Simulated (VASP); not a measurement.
# Sn (I4_1/amd) in VASP: a series of runs

Runs on Sn. Level: PBEsol. Tasks: single point.

Program: VASP 6.6.1. These are calculated values, not measurements. Logs are shortened: lines on timing, memory, paths and dates and some standing lists are left out, and cuts for length are marked.

## Step 1: The cell of the first run

The structure is tetragonal, space group I4_1/amd (No. 141). Conventional cell: a = 4.441 Å, b = 4.441 Å, c = 6.018 Å, α = 90.00°, β = 90.00°, γ = 90.00°. Sn (site symmetry -4m2) has 4 Sn at 2.68 Å within 3.5 Å.

## Step 2: Single point, PBEsol (strain -0.040 along x and y, -0.080 along z)

Contents of INCAR:

```
ALGO = Fast ; EDIFF = 1E-6
ENCUT = 520 ; GGA = PS
ISIF = 2 ; ISMEAR = 0
LASPH = T ; LCHARG = F
LREAL = F ; LWAVE = F
NBANDS = 21 ; NELM = 100
PREC = Accurate ; SIGMA = 0.15
```

Contents of KPOINTS:

```
k-points
0
Gamma
  16 16 16
```

Contents of POSCAR:

```
Sn
1.0
    0.0000000000      3.1399481086      3.0091169374
    3.1399481086      0.0000000000      3.0091169374
    3.1399481086      3.1399481086      0.0000000000
Sn
2
Direct
    0.5000000000      0.5000000000      0.5000000000
    0.7500000000      0.7500000000      0.7500000000
```

Potentials or basis: VASP PAW PBE potentials, release 64 (Sn_d).

Launch:

```console
cat potpaw_PBE.64/Sn_d/POTCAR > POTCAR
mpirun -np 1 vasp_std > vasp.out
```

OUTCAR:

```text
EDIFF = 1E-6
   ENCUT = 520
   GGA = PS
   ISIF = 2
   ISMEAR = 0
   LASPH = T
   LREAL = F
   NELM = 100
   PREC = Accurate

 ion  position               nearest neighbor table
   1  0.500  0.500  0.500-   2 2.68   2 2.68   2 2.68   2 2.68
   2  0.750  0.750  0.750-   1 2.68   1 2.68   1 2.68   1 2.68

  LATTYP: Found a body centered tetragonal cell.
 ALAT       =     4.4405572003
 C/A-ratio  =     1.3552879973

  Lattice vectors:

 A1 = (   0.0000000000,  -3.1399481086,  -3.0091169374)
 A2 = (   0.0000000000,   3.1399481086,  -3.0091169374)
 A3 = (   3.1399481086,   0.0000000000,   3.0091169374)

Analysis of symmetry for initial positions (statically):
=====================================================================
 Subroutine PRICEL returns:
 Original cell was already a primitive cell.

 Routine SETGRP: Setting up the symmetry group for a
 body centered tetragonal supercell.

 Subroutine GETGRP returns: Found 16 space group operations
 (whereof  8 operations were pure point group operations)
 out of a pool of 16 trial point group operations.

The static configuration has the point symmetry D_2d.
 The point group associated with its full space group is D_4h.

Analysis of symmetry for dynamics (positions and initial velocities):
=====================================================================
 Subroutine PRICEL returns:
 Original cell was already a primitive cell.

 Routine SETGRP: Setting up the symmetry group for a
 body centered tetragonal supercell.

 Subroutine GETGRP returns: Found 16 space group operations
 (whereof  8 operations were pure point group operations)
 out of a pool of 16 trial point group operations.

The dynamic configuration has the point symmetry D_2d.
 The point group associated with its full space group is D_4h.

 Subroutine INISYM returns: Found 16 space group operations
 (whereof  8 operations are pure point group operations),
 and found     1 'primitive' translations

----------------------------------------------------------------------------------------

                                     Primitive cell

  volume of cell :      59.3354

  direct lattice vectors                    reciprocal lattice vectors
     0.000000000  3.139948109  3.009116937    -0.159238300  0.159238300  0.166161705
     3.139948109  0.000000000  3.009116937     0.159238300 -0.159238300  0.166161705
     3.139948109  3.139948109  0.000000000     0.159238300  0.159238300 -0.166161705

  length of vectors
     4.349029647  4.349029647  4.440557200     0.279863154  0.279863154  0.279863154

  position of ions in fractional coordinates (direct lattice)
     0.500000000  0.500000000  0.500000000
     0.750000000  0.750000000  0.750000000

  ion indices of the primitive-cell ions
   primitive index   ion index
                 1           1
                 2           2

----------------------------------------------------------------------------------------

 KPOINTS: k-points

Automatic generation of k-mesh.
 Grid dimensions read from file:
 generate k-points for:   16   16   16

 Generating k-lattice:

  Cartesian coordinates                     Fractional coordinates (reciprocal lattice)
    -0.009952394  0.009952394  0.010385107     0.062500000  0.000000000  0.000000000
     0.009952394 -0.009952394  0.010385107     0.000000000  0.062500000  0.000000000
     0.009952394  0.009952394 -0.010385107    -0.000000000 -0.000000000  0.062500000

  Length of vectors
     0.017491447  0.017491447  0.017491447

  Shift w.r.t. Gamma in fractional coordinates (k-lattice)
     0.000000000  0.000000000  0.000000000

 Subroutine IBZKPT returns following result:
 ===========================================

 Found    349 irreducible k-points:

 Following reciprocal coordinates:
            Coordinates               Weight
  0.000000  0.000000  0.000000      1.000000
  0.062500  0.000000  0.000000      8.000000
  0.125000  0.000000  0.000000      8.000000
  0.187500  0.000000  0.000000      8.000000
  0.250000  0.000000  0.000000      8.000000
  0.312500  0.000000  0.000000      8.000000
[... 16 lines left out ...]
 -0.125000  0.062500  0.000000      8.000000
 -0.062500  0.062500  0.000000      4.000000
 [... further k-points ...]
   k-points           NKPTS =    349   k-points in BZ     NKDIM =    349   number of bands    NBANDS=     21
   number of dos      NEDOS =    301   number of ions     NIONS =      2
   total plane-waves  NPLWV =  36864
   dimension x,y,z NGX =    32 NGY =   32 NGZ =   36
   dimension x,y,z NGXF=    64 NGYF=   64 NGZF=   72
   ions per type =               2
   NGX,Y,Z   is equivalent  to a cutoff of  12.23, 12.23, 13.48 a.u.
   NGXF,Y,Z  is equivalent  to a cutoff of  24.46, 24.46, 26.96 a.u.
 SYSTEM =  unknown system
   PREC   = accura    normal or accurate (medium, high low for compatibility)
   ISTART =      0    job   : 0-new  1-cont  2-samecut
   ICHARG =      2    charge: 1-file 2-atom 10-const
   ISPIN  =      1    spin polarized calculation?
   LNONCOLLINEAR =      F non collinear calculations
   LSORBIT =      F    spin-orbit coupling
   LASPH  =      T    aspherical Exc in radial PAW
   ENCUT  =  520.0 eV  38.22 Ry    6.18 a.u.   8.09  8.09  8.26*2*pi/ulx,y,z
   NELM   =    100;   NELMIN=  2; NELMDL= -5     # of ELM steps
   EDIFF  = 0.1E-05   stopping-criterion for ELM
   LREAL  =      F    real-space projection
   EDIFFG = 0.1E-04   stopping-criterion for IOM
   NSW    =      0    number of steps for IOM
   IBRION =     -1    ionic relax: 0-MD 1-quasi-New 2-CG
   NFREE  =      0    steps in history (QN), initial steepest desc. (CG)
   ISIF   =      2    stress and relaxation
   ISYM   =      2    0-nonsym 1-usesym 2-fastsym
   POTIM  = 0.5000    time-step for ionic-motion
   TEBEG  =    0.0;   TEEND  =   0.0 temperature during run
   PSTRESS=    0.0 pullay stress
   NELECT =      28.0000    total number of electrons
   NUPDOWN=      -1.0000    fix difference up-down
   EMIN   =  10.00;   EMAX   =-10.00  energy-range for DOS
   EFERMI =   0.00;   METHOD = LEGACY
   ISMEAR =     0;   SIGMA  =   0.15  broadening in eV -4-tet -1-fermi 0-gaus
   EFERMI_NEDOS =   21; number of points for ismear=-14 and -15
   IALGO  =     68    algorithm
   IMIX   =      4    mixing-type and parameters
     AMIX     =   0.40;   BMIX     =  1.00
     AMIX_MAG =   1.60;   BMIX_MAG =  1.00
  volume/ion in A,a.u.               =      29.67       200.21
  Fermi-wavevector in a.u.,A,eV,Ry     =   1.274548  2.408546 22.102289  1.624472
  Thomas-Fermi vector in A             =   2.407310
   LORBIT       =      0    0 simple, 1 ext, 2 COOP (PROOUT), +10 PAW based schemes
   GGA     = PS    functional components
   LHFCALC =     F    Hartree Fock is set to
   AEXX    =    0.0000 exact exchange contribution
   IVDW    =     0    specifies the selected vdW correction
   LEPSILON=     F    determine dielectric tensor
   LRPA    =     F    only Hartree local field effects (RPA)
 non-spin polarized calculation
 RMM-DIIS sequential band-by-band and
 Gauss-broadening in eV      SIGMA  =   0.15
  energy-cutoff  :      520.00
  volume of cell :       59.34
 maximum number of plane-waves:      1627
   NGX = 17   NGY = 17   NGZ = 17

 number of electron      28.0000002 magnetization

 Free energy of the ion-electron system (eV)
  ---------------------------------------------------
  ext. energy  EPLUGINS =         0.00000000
  ---------------------------------------------------
  free energy    TOTEN  =        -8.17544642 eV

  energy without entropy =       -8.17469884  energy(sigma->0) =       -8.17507263

 E-fermi :   7.2498     XC(G=0):  -9.7028

 val. band max:        7.1962722448   @ k =   0.0625   0.0000   0.0000
 cond. band min:       7.2697335066   @ k =   0.3750   0.3750   0.0000
 fundamental gap:      0.0734612617
 Fermi energy:         7.2498028280

 k-point     1 :       0.0000    0.0000    0.0000
  band No.  band energies     occupation
      1     -14.8668      2.00000
      2     -14.8378      2.00000
      3     -14.8378      2.00000
      4     -14.7735      2.00000
      5     -14.7567      2.00000
      6     -14.3288      2.00000
[... 13 lines left out ...]
     20      15.0629      0.00000
     21      15.1339      0.00000

 k-point     2 :       0.0625    0.0000    0.0000
  band No.  band energies     occupation
      1     -14.8691      2.00000
      2     -14.8435      2.00000
      3     -14.8395      2.00000
      4     -14.7656      2.00000
      5     -14.7500      2.00000
      6     -14.3356      2.00000
[... 13 lines left out ...]
     20      14.4768      0.00000
     21      14.7737      0.00000

 k-point     3 :       0.1250    0.0000    0.0000
  band No.  band energies     occupation
      1     -14.8763      2.00000
      2     -14.8549      2.00000
      3     -14.8401      2.00000
      4     -14.7481      2.00000
      5     -14.7343      2.00000
      6     -14.3511      2.00000
[... 13 lines left out ...]
     20      14.0487      0.00000
     21      14.3561      0.00000

 k-point     4 :       0.1875    0.0000    0.0000
  band No.  band energies     occupation
      1     -14.8866      2.00000
      2     -14.8659      2.00000
      3     -14.8370      2.00000
      4     -14.7284      2.00000
      5     -14.7160      2.00000
      6     -14.3678      2.00000
[... 13 lines left out ...]
     20      13.8752      0.00000
     21      14.2218      0.00000

 k-point     5 :       0.2500    0.0000    0.0000
  band No.  band energies     occupation
      1     -14.8964      2.00000
      2     -14.8742      2.00000
      3     -14.8314      2.00000
      4     -14.7105      2.00000
      5     -14.6991      2.00000
      6     -14.3825      2.00000
[... 13 lines left out ...]
     20      14.0194      0.00000
     21      14.2250      0.00000
[... 382 lines left out ...]
     20      13.6653      0.00000
     21      14.9961      0.00000

 k-point    22 :      -0.1875    0.0625    0.0000
  band No.  band energies     occupation
      1     -14.8928      2.00000
      2     -14.8768      2.00000
      3     -14.8354      2.00000
      4     -14.7098      2.00000
      5     -14.7087      2.00000
      6     -14.3831      2.00000
[... 13 lines left out ...]
     20      13.4684      0.00000
     21      14.5855      0.00000

 k-point    23 :      -0.1250    0.0625    0.0000
  band No.  band energies     occupation
      1     -14.8819      2.00000
      2     -14.8666      2.00000
      3     -14.8406      2.00000
      4     -14.7296      2.00000
      5     -14.7261      2.00000
      6     -14.3680      2.00000
[... 13 lines left out ...]
     20      13.5638      0.00000
     21      14.0467      0.00000

 k-point    24 :      -0.0625    0.0625    0.0000
  band No.  band energies     occupation
      1     -14.8733      2.00000
      2     -14.8544      2.00000
      3     -14.8414      2.00000
      4     -14.7502      2.00000
      5     -14.7413      2.00000
      6     -14.3513      2.00000
[... 13 lines left out ...]
     20      13.9242      0.00000
     21      14.2754      0.00000

 [... further k-points ...]

------------------------ aborting loop because EDIFF is reached ----------------------------------------

  FORCE on cell =-STRESS in cart. coord.  units (eV):
  Direction    XX          YY          ZZ          XY          YZ          ZX
  --------------------------------------------------------------------------------------
  -------------------------------------------------------------------------------------
  Total        3.5834406      3.5834406      3.9707567      0.0000000      0.0000000      0.0000000
  in kB       96.7602083     96.7602083    107.2185311      0.0000000      0.0000000      0.0000000
  external PRESSURE =     100.2463159 kB  Pullay stress =       0.0000000 kB

 VOLUME and BASIS-vectors are now :
 -----------------------------------------------------------------------------
  energy-cutoff  :      520.00
  volume of cell :       59.34
      direct lattice vectors                 reciprocal lattice vectors
     0.000000000  3.139948109  3.009116937    -0.159238300  0.159238300  0.166161705
     3.139948109  0.000000000  3.009116937     0.159238300 -0.159238300  0.166161705
     3.139948109  3.139948109  0.000000000     0.159238300  0.159238300 -0.166161705

 POSITION                                       TOTAL-FORCE (eV/Angst)
 -----------------------------------------------------------------------------------
      3.13995      3.13995      3.00912        -0.000000     -0.000000     -0.000000
      4.70992      4.70992      4.51368         0.000000      0.000000      0.000000
 -----------------------------------------------------------------------------------
    total drift:                                0.000000     -0.000000      0.000000

  FREE ENERGIE OF THE ION-ELECTRON SYSTEM (eV)
  ---------------------------------------------------
  free  energy   TOTEN  =        -8.1754464176 eV

  energy  without entropy=       -8.1746988361  energy(sigma->0) =       -8.17507263
```

Run time: 2.6 min. Hardware: 1 thread of Intel Xeon 6975P-C (Granite Rapids), shared host; peak memory 0.44 GiB.

What came out:

```
Free energy            : -8.1754 eV
Pressure               : 10.0 GPa
Band gap on the k mesh : zero (bands 14 and 15 overlap by 0.13 eV)
```

Caveat: the cell differs from its parent crystal (strain -0.040 along x and y, -0.080 along z); the cell stands under pressure; the PAW data sets were made with another functional, which shifts forces and pressure a little; spin-orbit coupling is left out, which moves the levels of the heavy elements.

## Step 3: Single point, PBEsol (strain -0.080 along x and y, +0.040 along z)

Contents of INCAR:

```
SYSTEM = Sn
PREC = Accurate ; ENCUT = 520
EDIFF = 1E-6 ; ISMEAR = 0
SIGMA = 0.15 ; LREAL = .FALSE.
LASPH = .TRUE. ; NELM = 100
ALGO = Fast ; ISIF = 2
LWAVE = .FALSE. ; LCHARG = .FALSE.
GGA = PS ; NBANDS = 21
```

Contents of KPOINTS:

```
Automatic mesh
0
G
  16 16 16
  0 0 0
```

Contents of POSCAR:

```
Sn
1.0
    0.0000000000      3.0091169374      3.4016104510
    3.0091169374      0.0000000000      3.4016104510
    3.0091169374      3.0091169374      0.0000000000
Sn
2
Direct
    0.5000000000      0.5000000000      0.5000000000
    0.7500000000      0.7500000000      0.7500000000
```

Potentials or basis: VASP PAW PBE potentials, release 64 (Sn_d).

Launch:

```console
cat potpaw_PBE.64/Sn_d/POTCAR > POTCAR
mpirun -np 1 vasp_std > vasp.out
```

OUTCAR:

```text
SYSTEM = Sn
   PREC = Accurate
   ENCUT = 520
   EDIFF = 1E-6
   ISMEAR = 0
   LREAL = .FALSE.
   LASPH = .TRUE.
   NELM = 100
   ISIF = 2
   GGA = PS

 ion  position               nearest neighbor table
   1  0.500  0.500  0.500-   2 2.72   2 2.72   2 2.72   2 2.72
   2  0.750  0.750  0.750-   1 2.72   1 2.72   1 2.72   1 2.72

  LATTYP: Found a body centered tetragonal cell.
 ALAT       =     4.2555339836
 C/A-ratio  =     1.5986762010

  Lattice vectors:

[... 768 lines left out ...]

  FORCE on cell =-STRESS in cart. coord.  units (eV):
  Direction    XX          YY          ZZ          XY          YZ          ZX
  --------------------------------------------------------------------------------------
  -------------------------------------------------------------------------------------
  Total        3.2199436      3.2199436      1.4559375      0.0000000      0.0000000      0.0000000
  in kB       83.7463994     83.7463994     37.8669741      0.0000000      0.0000000      0.0000000
  external PRESSURE =      68.4532577 kB  Pullay stress =       0.0000000 kB

 VOLUME and BASIS-vectors are now :
 -----------------------------------------------------------------------------
  energy-cutoff  :      520.00
  volume of cell :       61.60
      direct lattice vectors                 reciprocal lattice vectors
     0.000000000  3.009116937  3.401610451    -0.166161705  0.166161705  0.146989200
     3.009116937  0.000000000  3.401610451     0.166161705 -0.166161705  0.146989200
     3.009116937  3.009116937  0.000000000     0.166161705  0.166161705 -0.146989200

 POSITION                                       TOTAL-FORCE (eV/Angst)
 -----------------------------------------------------------------------------------
      3.00912      3.00912      3.40161         0.000000      0.000000     -0.000000
      4.51368      4.51368      5.10242        -0.000000     -0.000000      0.000000
 -----------------------------------------------------------------------------------
    total drift:                                0.000000      0.000000      0.000000

  FREE ENERGIE OF THE ION-ELECTRON SYSTEM (eV)
  ---------------------------------------------------
  free  energy   TOTEN  =        -8.2345882740 eV

  energy  without entropy=       -8.2329584114  energy(sigma->0) =       -8.23377334
```

Run time: 2.8 min. Hardware: 1 thread of Intel Xeon 6975P-C (Granite Rapids), shared host; peak memory 0.46 GiB.

Results:

```yaml
Free_energy: -8.2346 eV
Pressure: 6.8 GPa
Band_gap_on_the_k_mesh: zero (bands 14 and 15 overlap by 0.51 eV)
```

Stress tensor (GPa, compression positive):
```
8.37 0.00 0.00
0.00 8.37 0.00
0.00 0.00 3.79
```

Caveat: the cell differs from its parent crystal (strain -0.080 along x and y, +0.040 along z); the cell stands under pressure; the PAW data sets were made with another functional, which shifts forces and pressure a little; spin-orbit coupling is left out, which moves the levels of the heavy elements.

(Part 1 of 2 ends here.)

The gap in the log of VASP goes by the Fermi energy; the results here count the filled bands.